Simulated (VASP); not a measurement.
# Mn (Im-3m) in VASP: a series of runs

Mn is run at these levels: PBEsol, BLYP, PBE; tasks: single point.

All numbers are computed with VASP 6.6.1; they aren't measurements. Logs are shortened: lines on timing, memory, paths and dates and some standing lists are left out, and cuts for length are marked.

## 1. The cell of the first run

Symmetry: Im-3m, No. 229, cubic system. Conventional cell: a = 2.787 Å, b = 2.787 Å, c = 2.787 Å, α = 90.00°, β = 90.00°, γ = 90.00°. Mn (site symmetry m-3m) has 14 Mn at 2.41 to 2.79 Å within 3.2 Å.

## 2. Single point, PBEsol, collinear spin, ferromagnetic start

INCAR

```
PREC = Accurate
ENCUT = 500
EDIFF = 1E-6
ISMEAR = -1
SIGMA = 0.08617333262145177
LREAL = False
LASPH = True
NELM = 200
ALGO = Normal
ISIF = 2
LWAVE = False
LCHARG = True
ISPIN = 2
MAGMOM = 0.76
LORBIT = 11
LMAXMIX = 4
GGA = PS
LELF = True
LVHAR = True
NBANDS = 16
GGA_COMPAT = False
```

KPOINTS

```
Automatic mesh
0
Gamma
  2 2 2
  0.5 0.5 0.5
```

POSCAR

```
Mn
1.0
   -1.3932737400      1.3932737400      1.3932737400
    1.3932737400     -1.3932737400      1.3932737400
    1.3932737400      1.3932737400     -1.3932737400
Mn
1
Direct
    0.0000000000      0.0000000000      0.0000000000
```

Potentials or basis: VASP PAW PBE potentials, release 64 (Mn_pv).

Launch:

```
$ cat potpaw_PBE.64/Mn_pv/POTCAR > POTCAR
$ mpirun -np 1 vasp_std > vasp.out
```

OUTCAR:

```text
PREC = Accurate
   ENCUT = 500
   EDIFF = 1E-6
   ISMEAR = -1
   LREAL = False
   LASPH = True
   NELM = 200
   ISIF = 2
   ISPIN = 2
   LORBIT = 11
   GGA = PS

 ion  position               nearest neighbor table
   1  0.000  0.000  0.000-

  LATTYP: Found a body centered cubic cell.
 ALAT       =     2.7865474800

  Lattice vectors:

 A1 = (  -1.3932737400,   1.3932737400,   1.3932737400)
 A2 = (   1.3932737400,  -1.3932737400,   1.3932737400)
 A3 = (   1.3932737400,   1.3932737400,  -1.3932737400)

Analysis of symmetry for initial positions (statically):
=====================================================================
 Subroutine PRICEL returns:
 Original cell was already a primitive cell.

 Routine SETGRP: Setting up the symmetry group for a
 body centered cubic supercell.

 Subroutine GETGRP returns: Found 48 space group operations
 (whereof 48 operations were pure point group operations)
 out of a pool of 48 trial point group operations.

The static configuration has the point symmetry O_h .

Analysis of symmetry for dynamics (positions and initial velocities):
=====================================================================
 Subroutine PRICEL returns:
 Original cell was already a primitive cell.

 Routine SETGRP: Setting up the symmetry group for a
 body centered cubic supercell.

 Subroutine GETGRP returns: Found 48 space group operations
 (whereof 48 operations were pure point group operations)
 out of a pool of 48 trial point group operations.

The dynamic configuration has the point symmetry O_h .

Analysis of structural, dynamic, and magnetic symmetry:
=====================================================================
 Subroutine PRICEL returns:
 Original cell was already a primitive cell.

 Routine SETGRP: Setting up the symmetry group for a
 body centered cubic supercell.

 Subroutine GETGRP returns: Found 48 space group operations
 (whereof 48 operations were pure point group operations)
 out of a pool of 48 trial point group operations.

The overall configuration has the point symmetry O_h .

 Subroutine INISYM returns: Found 48 space group operations
 (whereof 48 operations are pure point group operations),
 and found     1 'primitive' translations

----------------------------------------------------------------------------------------

                                     Primitive cell

  volume of cell :      10.8186

  direct lattice vectors                    reciprocal lattice vectors
    -1.393273740  1.393273740  1.393273740     0.000000000  0.358867024  0.358867024
     1.393273740 -1.393273740  1.393273740     0.358867024  0.000000000  0.358867024
     1.393273740  1.393273740 -1.393273740     0.358867024  0.358867024  0.000000000

  length of vectors
     2.413220907  2.413220907  2.413220907     0.507514612  0.507514612  0.507514612

  position of ions in fractional coordinates (direct lattice)
     0.000000000  0.000000000  0.000000000

  ion indices of the primitive-cell ions
   primitive index   ion index
                 1           1

----------------------------------------------------------------------------------------

 KPOINTS: Automatic mesh

Automatic generation of k-mesh.
 Grid dimensions read from file:
 generate k-points for:    2    2    2

 Generating k-lattice:

  Cartesian coordinates                     Fractional coordinates (reciprocal lattice)
     0.000000000  0.179433512  0.179433512     0.500000000  0.000000000  0.000000000
     0.179433512  0.000000000  0.179433512     0.000000000  0.500000000  0.000000000
     0.179433512  0.179433512  0.000000000     0.000000000  0.000000000  0.500000000

  Length of vectors
     0.253757306  0.253757306  0.253757306

  Shift w.r.t. Gamma in fractional coordinates (k-lattice)
     0.500000000  0.500000000  0.500000000

 Subroutine IBZKPT returns following result:
 ===========================================

 Found      2 irreducible k-points:

 Following reciprocal coordinates:
            Coordinates               Weight
  0.250000  0.250000  0.250000      2.000000
 -0.250000  0.250000  0.250000      6.000000
   k-points           NKPTS =      2   k-points in BZ     NKDIM =      2   number of bands    NBANDS=     16
   number of dos      NEDOS =    301   number of ions     NIONS =      1
   total plane-waves  NPLWV =   5832
   dimension x,y,z NGX =    18 NGY =   18 NGZ =   18
   dimension x,y,z NGXF=    36 NGYF=   36 NGZF=   36
   ions per type =               1
   NGX,Y,Z   is equivalent  to a cutoff of  12.40, 12.40, 12.40 a.u.
   NGXF,Y,Z  is equivalent  to a cutoff of  24.80, 24.80, 24.80 a.u.
 SYSTEM =  unknown system
   PREC   = accura    normal or accurate (medium, high low for compatibility)
   ISTART =      0    job   : 0-new  1-cont  2-samecut
   ICHARG =      2    charge: 1-file 2-atom 10-const
   ISPIN  =      2    spin polarized calculation?
   LNONCOLLINEAR =      F non collinear calculations
   LSORBIT =      F    spin-orbit coupling
   LASPH  =      T    aspherical Exc in radial PAW
   ENCUT  =  500.0 eV  36.75 Ry    6.06 a.u.   4.40  4.40  4.40*2*pi/ulx,y,z
   NELM   =    200;   NELMIN=  2; NELMDL= -5     # of ELM steps
   EDIFF  = 0.1E-05   stopping-criterion for ELM
   LREAL  =      F    real-space projection
   EDIFFG = 0.1E-04   stopping-criterion for IOM
   NSW    =      0    number of steps for IOM
   IBRION =     -1    ionic relax: 0-MD 1-quasi-New 2-CG
   NFREE  =      0    steps in history (QN), initial steepest desc. (CG)
   ISIF   =      2    stress and relaxation
   ISYM   =      2    0-nonsym 1-usesym 2-fastsym
   POTIM  = 0.5000    time-step for ionic-motion
   TEBEG  =    0.0;   TEEND  =   0.0 temperature during run
   PSTRESS=    0.0 pullay stress
   NELECT =      13.0000    total number of electrons
   NUPDOWN=      -1.0000    fix difference up-down
   EMIN   =  10.00;   EMAX   =-10.00  energy-range for DOS
   EFERMI =   0.00;   METHOD = LEGACY
   ISMEAR =    -1;   SIGMA  =   0.09  broadening in eV -4-tet -1-fermi 0-gaus
   EFERMI_NEDOS =   21; number of points for ismear=-14 and -15
   IALGO  =     38    algorithm
   IMIX   =      4    mixing-type and parameters
     AMIX     =   0.40;   BMIX     =  1.00
     AMIX_MAG =   1.60;   BMIX_MAG =  1.00
  volume/ion in A,a.u.               =      10.82        73.01
  Fermi-wavevector in a.u.,A,eV,Ry     =   1.740468  3.289009 41.215184  3.029231
  Thomas-Fermi vector in A             =   2.813112
   LORBIT       =     11    0 simple, 1 ext, 2 COOP (PROOUT), +10 PAW based schemes
   GGA     = PS    functional components
   LHFCALC =     F    Hartree Fock is set to
   AEXX    =    0.0000 exact exchange contribution
   IVDW    =     0    specifies the selected vdW correction
   LEPSILON=     F    determine dielectric tensor
   LRPA    =     F    only Hartree local field effects (RPA)
 spin polarized calculation
  energy-cutoff  :      500.00
  volume of cell :       10.82
 maximum number of plane-waves:       277
 NGX is ok and might be reduce to    18
   NGX =  9   NGY =  9   NGZ =  9

 number of electron      13.0000003 magnetization       0.5149840

 Free energy of the ion-electron system (eV)
  ---------------------------------------------------
  ext. energy  EPLUGINS =         0.00000000
  ---------------------------------------------------
  free energy    TOTEN  =        -8.56629196 eV

  energy without entropy =       -8.47852073  energy(sigma->0) =       -8.52240634

 E-fermi :   9.8393     XC(G=0): -14.1587

 val. band max:        9.7815369108   @ k =  -0.2500   0.2500   0.2500
 cond. band min:      10.2207722564   @ k =  -0.2500   0.2500   0.2500
 fundamental gap:      0.4392353456
 Fermi energy:         9.8393089046

 spin component 1

 k-point     1 :       0.2500    0.2500    0.2500
  band No.  band energies     occupation
      1     -37.8846      1.00000
      2     -37.8846      1.00000
      3     -37.8846      1.00000
      4       7.4454      1.00000
      5       7.4454      1.00000
      6       7.4454      1.00000
      7      11.0989      0.00000
      8      11.0989      0.00000
      9      20.2712      0.00000
     10      20.2712      0.00000
     11      20.2712      0.00000
     12      22.7317      0.00000
     13      41.3018      0.00000
     14      48.5430      0.00000
     15      48.5430      0.00000
     16      48.5430      0.00000

 k-point     2 :      -0.2500    0.2500    0.2500
  band No.  band energies     occupation
      1     -37.9111      1.00000
      2     -37.7688      1.00000
      3     -37.7688      1.00000
      4       5.8964      1.00000
      5       8.0783      1.00000
      6       9.2307      0.99914
      7       9.2307      0.99914
      8      10.2208      0.01181
      9      12.1285      0.00000
     10      28.7940      0.00000
     11      28.9417      0.00000
     12      28.9417      0.00000
     13      31.0996      0.00000
     14      41.1434      0.00000
     15      45.1215      0.00000
     16      45.1215      0.00000
 Fermi energy:         9.8393089046

 spin component 2

 k-point     1 :       0.2500    0.2500    0.2500
  band No.  band energies     occupation
      1     -37.3891      1.00000
      2     -37.3891      1.00000
      3     -37.3891      1.00000
      4       7.8949      1.00000
      5       7.8949      1.00000
      6       7.8949      1.00000
      7      11.4011      0.00000
      8      11.4011      0.00000
      9      20.5810      0.00000
     10      20.5810      0.00000
     11      20.5810      0.00000
     12      23.0572      0.00000
     13      42.0617      0.00000
     14      48.6932      0.00000
     15      48.6932      0.00000
     16      48.6932      0.00000

 k-point     2 :      -0.2500    0.2500    0.2500
  band No.  band energies     occupation
      1     -37.4161      1.00000
      2     -37.2705      1.00000
      3     -37.2705      1.00000
      4       6.0840      1.00000
      5       8.3169      1.00000
      6       9.7815      0.66162
      7       9.7815      0.66160
      8      10.8110      0.00001
      9      12.4226      0.00000
     10      28.9363      0.00000
     11      29.2684      0.00000
     12      29.2684      0.00000
     13      31.2066      0.00000
     14      41.8938      0.00000
     15      45.3192      0.00000
     16      45.3192      0.00000

------------------------ aborting loop because EDIFF is reached ----------------------------------------

  FORCE on cell =-STRESS in cart. coord.  units (eV):
  Direction    XX          YY          ZZ          XY          YZ          ZX
  --------------------------------------------------------------------------------------
  -------------------------------------------------------------------------------------
  Total        0.9753043      0.9753043      0.9753043     -0.0000000      0.0000000     -0.0000000
  in kB      144.4379750    144.4379750    144.4379750     -0.0000000      0.0000000     -0.0000000
  external PRESSURE =     144.4379750 kB  Pullay stress =       0.0000000 kB

 VOLUME and BASIS-vectors are now :
 -----------------------------------------------------------------------------
  energy-cutoff  :      500.00
  volume of cell :       10.82
      direct lattice vectors                 reciprocal lattice vectors
    -1.393273740  1.393273740  1.393273740     0.000000000  0.358867024  0.358867024
     1.393273740 -1.393273740  1.393273740     0.358867024  0.000000000  0.358867024
     1.393273740  1.393273740 -1.393273740     0.358867024  0.358867024  0.000000000

 POSITION                                       TOTAL-FORCE (eV/Angst)
 -----------------------------------------------------------------------------------
      0.00000      0.00000      0.00000        -0.000000      0.000000      0.000000
 -----------------------------------------------------------------------------------
    total drift:                                0.000000      0.000000      0.000000

  FREE ENERGIE OF THE ION-ELECTRON SYSTEM (eV)
  ---------------------------------------------------
  free  energy   TOTEN  =        -8.5662919578 eV

  energy  without entropy=       -8.4785207254  energy(sigma->0) =       -8.52240634

 total charge

# of ion       s       p       d       tot
------------------------------------------
    1        0.393   6.482   5.043  11.917

 magnetization (x)

# of ion       s       p       d       tot
------------------------------------------
    1       -0.001   0.011   0.485   0.495
```

Wall time 3.9 s (1 thread of Intel Xeon Platinum 8488C (Sapphire Rapids), shared host); peak memory 0.12 GiB.

What came out:

```yaml
Free_energy: -8.5663 eV
Pressure: 14.4 GPa
Net_moment: 0.51 μB per cell
Site_moments: Mn +0.49 μB
Valence_electrons_inside_the_program's_atomic_spheres: Mn 11.92
```

Levels at points of the mesh, in eV from the Fermi level:
Spin up:
```csv
k point,band 4,band 5,band 6,band 7,band 8,band 9
"(0.25, 0.25, 0.25)",-2.39,-2.39,-2.39,1.26,1.26,10.43
```
Spin down:
| k point | band 2 | band 3 | band 4 | band 5 | band 6 | band 7 | band 8 | band 9 | band 10 | band 11 |
| --- | --- | --- | --- | --- | --- | --- | --- | --- | --- | --- |
| (0.25, 0.25, 0.25) | -47.23 | -47.23 | -1.94 | -1.94 | -1.94 | 1.56 | 1.56 | 10.74 | 10.74 | 10.74 |

Caveat: the k points lie up to 1.59 Å⁻¹ apart; the PAW data sets were made with another functional, which shifts forces and pressure a little.

## 3. Single point, BLYP

INCAR

```
SYSTEM = Mn
  PREC = Accurate
  ENCUT = 500
  EDIFF = 1E-6
  ISMEAR = 0
  SIGMA = 0.1
  LREAL = .False.
  LASPH = .True.
  NELM = 120
  ALGO = Normal
  ISIF = 2
  LWAVE = .False.
  LCHARG = .True.
  GGA = B5
  ALDAX = 1.0
  AGGAX = 1.0
  AGGAC = 1.0
  ALDAC = 0.0
  LELF = .True.
  LVHAR = .True.
  ISYM = 0
  NBANDS = 12
  GGA_COMPAT = .False.
```

KPOINTS

```
Automatic mesh
0
Gamma
  3 8 1
  0 0 0
```

POSCAR is that of step 2.

Potentials or basis: VASP PAW PBE potentials, release 64 (Mn_pv).

Launch:

```
$ cat potpaw_PBE.64/Mn_pv/POTCAR > POTCAR
$ mpirun -np 1 vasp_std > vasp.out
```

It took 5.7 s on 1 thread of Intel Xeon Platinum 8488C (Sapphire Rapids), shared host; peak memory 0.11 GiB.

The run converged, but its numbers aren't listed here, since they failed a check.

Caveat: the k points lie up to 3.19 Å⁻¹ apart; the PAW data sets were made with another functional, which shifts forces and pressure a little; the run has no spin polarisation, though such a crystal can be magnetic.

[end of part 1 of 2]
